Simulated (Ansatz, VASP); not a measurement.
**Two plane-wave programs on V**

```xyz
1
Lattice="0.0000 1.9114 1.9114 1.9114 0.0000 1.9114 1.9114 1.9114 0.0000" Properties=species:S:1:pos:R:3 pbc="T T T"
V     0.0000    0.0000    0.0000
```

Alike in both runs: task single point; functional PBE; k mesh 8 × 8 × 8; occupations gaussian, width 0.05 eV; collinear spin.

|  | VASP | Ansatz |
| --- | --- | --- |
| version | VASP 6.6.1 | Ansatz 0.2.0 |
| potentials or method | VASP PAW PBE potentials, release 64 (V_sv), cutoff 500 eV | scalar-relativistic, plane waves, PAW |
| valence electrons in the cell | 13 | 13 |

Ansatz gave:

| Quantity | Value |
| --- | --- |
| gap on the k mesh at the Fermi level (eV) | none |
| pressure (GPa) | -0.4 |
| net moment per atom (μB) | 0.08 |
| size of the moment on the site where the two differ most (μB) | 0.07 |

**Question.** Which values does VASP return?

**Answer.** gap on the k mesh at the Fermi level (eV): none; pressure (GPa): -0.3; net moment per atom (μB): 0.08; size of the moment on the site where the two differ most (μB): 0.07.

Site moments also hang on the region over which each program counts them. A gap of «none» marks a metal or a gap that the smearing closes. The functional is the same, so the differences come from potentials, cutoffs and numerics.
